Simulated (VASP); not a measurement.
# KI (Fm-3m) in VASP: single point with r2SCAN

Aim: the single point of KI with r2SCAN.

Everything below comes from runs of VASP 6.6.1. Logs are shortened: lines on timing, memory, paths and dates and some standing lists are left out, and cuts for length are marked.

## Step 1: The cell of the first run

The structure is cubic, space group Fm-3m (No. 225). Conventional cell: a = 6.697 Å, b = 6.697 Å, c = 6.697 Å, α = 90.00°, β = 90.00°, γ = 90.00°. Within 4.4 Å of K (site symmetry m-3m) lie 6 I at 3.35 Å. I (site symmetry m-3m) has 6 K at 3.35 Å within 4.4 Å.

## Step 2: Single point, r2SCAN (strain -0.050 along x and y, -0.050 along z)

Contents of POSCAR:

```
KI
1.0
    0.0000000000      3.3483225000      3.3483225000
    3.3483225000      0.0000000000      3.3483225000
    3.3483225000      3.3483225000      0.0000000000
K I
1 1
Direct
    0.0000000000      0.0000000000      0.0000000000
    0.5000000000      0.5000000000      0.5000000000
```

Contents of INCAR.step1:

```
SYSTEM = KI
  PREC = Accurate
  ENCUT = 520
  ISMEAR = 0
  SIGMA = 0.05
  LREAL = .False.
  LASPH = .True.
  NELM = 100
  NBANDS = 15
  GGA = PE
  ALGO = Normal
  EDIFF = 1E-4
  LWAVE = .True.
  LCHARG = .False.
```

Contents of INCAR.step2:

```
SYSTEM = KI
  PREC = Accurate
  ENCUT = 520
  EDIFF = 1E-6
  ISMEAR = 0
  SIGMA = 0.05
  LREAL = .False.
  LASPH = .True.
  NELM = 100
  ALGO = Normal
  ISIF = 2
  LWAVE = .False.
  LCHARG = .False.
  METAGGA = R2SCAN
  LMIXTAU = .True.
  NBANDS = 15
  ISTART = 1
```

Contents of KPOINTS:

```
regular mesh
0
Gamma
  6 6 6
  0 0 0
```

Potentials or basis: VASP PAW PBE potentials, release 64 (K_sv, I).

On the command line:

```bash
$ cat potpaw_PBE.64/K_sv/POTCAR potpaw_PBE.64/I/POTCAR > POTCAR
$ cp INCAR.step1 INCAR
$ mpirun -np 1 vasp_std > vasp.out
$ cp INCAR.step2 INCAR
$ mpirun -np 1 vasp_std > vasp.out
```

OUTCAR:

```text
SYSTEM = KI
   PREC = Accurate
   ENCUT = 520
   EDIFF = 1E-6
   ISMEAR = 0
   LREAL = .False.
   LASPH = .True.
   NELM = 100
   ISIF = 2
   METAGGA = R2SCAN
   ISTART = 1

 ion  position               nearest neighbor table
   1  0.000  0.000  0.000-   2 3.35   2 3.35   2 3.35   2 3.35   2 3.35   2 3.35
   2  0.500  0.500  0.500-   1 3.35   1 3.35   1 3.35   1 3.35   1 3.35   1 3.35

  LATTYP: Found a face centered cubic cell.
 ALAT       =     6.6966450000

  Lattice vectors:

 A1 = (   0.0000000000,   3.3483225000,   3.3483225000)
 A2 = (   3.3483225000,   0.0000000000,   3.3483225000)
 A3 = (   3.3483225000,   3.3483225000,   0.0000000000)

Analysis of symmetry for initial positions (statically):
=====================================================================
 Subroutine PRICEL returns:
 Original cell was already a primitive cell.

 Routine SETGRP: Setting up the symmetry group for a
 face centered cubic supercell.

 Subroutine GETGRP returns: Found 48 space group operations
 (whereof 48 operations were pure point group operations)
 out of a pool of 48 trial point group operations.

The static configuration has the point symmetry O_h .

Analysis of symmetry for dynamics (positions and initial velocities):
=====================================================================
 Subroutine PRICEL returns:
 Original cell was already a primitive cell.

 Routine SETGRP: Setting up the symmetry group for a
 face centered cubic supercell.

 Subroutine GETGRP returns: Found 48 space group operations
 (whereof 48 operations were pure point group operations)
 out of a pool of 48 trial point group operations.

The dynamic configuration has the point symmetry O_h .

 Subroutine INISYM returns: Found 48 space group operations
 (whereof 48 operations are pure point group operations),
 and found     1 'primitive' translations

----------------------------------------------------------------------------------------

                                     Primitive cell

  volume of cell :      75.0779

  direct lattice vectors                    reciprocal lattice vectors
     0.000000000  3.348322500  3.348322500    -0.149328507  0.149328507  0.149328507
     3.348322500  0.000000000  3.348322500     0.149328507 -0.149328507  0.149328507
     3.348322500  3.348322500  0.000000000     0.149328507  0.149328507 -0.149328507

  length of vectors
     4.735243091  4.735243091  4.735243091     0.258644561  0.258644561  0.258644561

  position of ions in fractional coordinates (direct lattice)
     0.000000000  0.000000000  0.000000000
     0.500000000  0.500000000  0.500000000

[... 79 lines left out ...]
   NUPDOWN=      -1.0000    fix difference up-down
   EMIN   =  10.00;   EMAX   =-10.00  energy-range for DOS
   EFERMI =   0.00;   METHOD = LEGACY
   ISMEAR =     0;   SIGMA  =   0.05  broadening in eV -4-tet -1-fermi 0-gaus
   EFERMI_NEDOS =   21; number of points for ismear=-14 and -15
   IALGO  =     38    algorithm
   IMIX   =      4    mixing-type and parameters
     AMIX     =   0.40;   BMIX     =  1.00
     AMIX_MAG =   1.60;   BMIX_MAG =  1.00
  volume/ion in A,a.u.               =      37.54       253.33
  Fermi-wavevector in a.u.,A,eV,Ry     =   0.977862  1.847891 13.010081  0.956214
  Thomas-Fermi vector in A             =   2.108593
   LORBIT       =      0    0 simple, 1 ext, 2 COOP (PROOUT), +10 PAW based schemes
   METAGGA = R2SCAN    functional components
   LHFCALC =     F    Hartree Fock is set to
   AEXX    =    0.0000 exact exchange contribution
   IVDW    =     0    specifies the selected vdW correction
   LEPSILON=     F    determine dielectric tensor
   LRPA    =     F    only Hartree local field effects (RPA)
 non-spin polarized calculation
 Gauss-broadening in eV      SIGMA  =   0.05
  energy-cutoff  :      520.00
  volume of cell :       75.08
 maximum number of plane-waves:      2085
   NGX = 17   NGY = 17   NGZ = 17

 number of electron      15.9999998 magnetization

 Free energy of the ion-electron system (eV)
  ---------------------------------------------------
  ext. energy  EPLUGINS =         0.00000000
  ---------------------------------------------------
  free energy    TOTEN  =       -33.85966622 eV

  energy without entropy =      -33.85966622  energy(sigma->0) =      -33.85966622

 E-fermi :   0.4477     XC(G=0):  -8.2080

 val. band max:        0.1872669587   @ k =   0.0000   0.0000   0.0000
 cond. band min:       5.2300175383   @ k =   0.5000   0.5000   0.0000
 fundamental gap:      5.0427505796
 Fermi energy:         0.4477074629

 k-point     1 :       0.0000    0.0000    0.0000
  band No.  band energies     occupation
      1     -29.2435      2.00000
      2     -11.9839      2.00000
      3     -11.9839      2.00000
      4     -11.9839      2.00000
      5     -10.9207      2.00000
      6       0.1873      2.00000
      7       0.1873      2.00000
      8       0.1873      2.00000
      9       5.2649      0.00000
     10       7.1027      0.00000
     11       7.1027      0.00000
     12       7.1027      0.00000
     13       8.0673      0.00000
     14       8.0673      0.00000
[... 257 lines left out ...]
      2     -12.0941      2.00000
      3     -12.0609      2.00000
      4     -12.0335      2.00000
      5     -10.5623      2.00000
      6      -0.9477      2.00000
      7      -0.5520      2.00000
      8      -0.5473      2.00000
      9       6.1701      0.00000
     10       7.7488      0.00000
     11       8.4140      0.00000
     12       9.7383      0.00000
     13       9.9343      0.00000
     14      10.9110      0.00000
     15      11.6695      0.00000

------------------------ aborting loop because EDIFF is reached ----------------------------------------

  FORCE on cell =-STRESS in cart. coord.  units (eV):
  Direction    XX          YY          ZZ          XY          YZ          ZX
  --------------------------------------------------------------------------------------
  -------------------------------------------------------------------------------------
  Total        1.5434444      1.5434444      1.5434444     -0.0000000      0.0000000     -0.0000000
  in kB       32.9374308     32.9374308     32.9374308     -0.0000000      0.0000000     -0.0000000
  external PRESSURE =      32.9374308 kB  Pullay stress =       0.0000000 kB

 VOLUME and BASIS-vectors are now :
 -----------------------------------------------------------------------------
  energy-cutoff  :      520.00
  volume of cell :       75.08
      direct lattice vectors                 reciprocal lattice vectors
     0.000000000  3.348322500  3.348322500    -0.149328507  0.149328507  0.149328507
     3.348322500  0.000000000  3.348322500     0.149328507 -0.149328507  0.149328507
     3.348322500  3.348322500  0.000000000     0.149328507  0.149328507 -0.149328507

 POSITION                                       TOTAL-FORCE (eV/Angst)
 -----------------------------------------------------------------------------------
      0.00000      0.00000      0.00000        -0.000000      0.000000     -0.000000
      3.34832      3.34832      3.34832         0.000000     -0.000000      0.000000
 -----------------------------------------------------------------------------------
    total drift:                                0.000000      0.000000      0.000000

  FREE ENERGIE OF THE ION-ELECTRON SYSTEM (eV)
  ---------------------------------------------------
  free  energy   TOTEN  =       -33.8596662211 eV

  energy  without entropy=      -33.8596662211  energy(sigma->0) =      -33.85966622
```

Wall time 88 s (1 thread of AMD EPYC 7R43 (Zen 3), shared host); peak memory 0.17 GiB.

What came out:

- Free energy: -33.8597 eV
- Pressure: 3.3 GPa
- Band gap on the k mesh: 5.04 eV (least direct gap 5.08 eV)

Caveat: the cell differs from its parent crystal (strain -0.050 along x and y, -0.050 along z); the cell stands under pressure; the PAW data sets were made with another functional, which shifts forces and pressure a little; spin-orbit coupling is left out, which moves the levels of the heavy elements.
